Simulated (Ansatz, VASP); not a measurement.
**SiC: VASP beside Ansatz**

File POSCAR:

```
SiC
1.0
    0.0000000000      2.2325036536      2.1419434071
    2.2325036536      0.0000000000      2.1419434071
    2.2325036536      2.2325036536      0.0000000000
Si C
1 1
Direct
    0.0000000000      0.0000000000      0.0000000000
    0.2500000000      0.2500000000      0.2500000000
```

INCAR.step1

```
PREC = Accurate
ENCUT = 520
ISMEAR = 0
SIGMA = 0.01
LREAL = F
LASPH = T
NELM = 60
NBANDS = 11
GGA = PE
ALGO = Normal
EDIFF = 1E-4
LWAVE = T
LCHARG = F
```

Contents of INCAR.step2:

```
PREC = Accurate
ENCUT = 520
EDIFF = 1E-6
ISMEAR = 0
SIGMA = 0.01
LREAL = F
LASPH = T
NELM = 60
ALGO = Normal
ISIF = 2
LWAVE = F
LCHARG = F
METAGGA = R2SCAN
LMIXTAU = T
NBANDS = 11
ISTART = 1
```

KPOINTS

```
Automatic mesh
0
Gamma
  10 10 10
```

Input for Ansatz:

```yaml
crystal:
  lattice:
    - [0.0, 2.2325036536, 2.1419434071]
    - [2.2325036536, 0.0, 2.1419434071]
    - [2.2325036536, 2.2325036536, 0.0]
  atoms:
    - { symbol: Si, position: [0.0, 0.0, 0.0] }
    - { symbol: C, position: [0.25, 0.25, 0.25] }
kpoints:
  mp_grid: { grid: [10, 10, 10] }
  band_path:
    path:
      - [0.0, 0.0, 0.0]
      - [-0.5, -0.5, 0.0]
      - [-0.375, -0.375, 0.25]
      - [-0.375, 0.0, 0.375]
      - [0.0, 0.0, 0.5]
      - [-0.5, -0.25, 0.25]
    npoints: 1
hamiltonian:
  xc: r2scan
scf:
  occupations: { method: fixed }
  n_extra_bands: 4
output:
  forces: true
  stress: true
  eigenvalues: true
```

Change from the starting cell: epitaxial_xy strain +2.5%.

Alike in both runs: task single point; functional r2SCAN; k mesh 10 × 10 × 10; no spin polarisation.

|  | VASP | Ansatz |
| --- | --- | --- |
| version | VASP 6.6.1 | Ansatz 0.2.0 |
| potentials or method | VASP PAW PBE potentials, release 64 (Si, C) | plane waves, PAW |
| plane-wave cutoff (eV) | 520 | 500 |
| occupations | gaussian, width 0.01 eV | fixed |
| valence electrons in the cell | 8 | 8 |

```tsv
	VASP	Ansatz	Ansatz less VASP
gap on the k mesh at the Fermi level (eV)	1.32	1.31	-0.010
pressure (GPa)	-7.2	-7.0	+0.14
traceless stress, the component that is largest in VASP (GPa)	7.08	7.05	-0.031
```

VASP's potentials were made for PBE, not for r2SCAN.
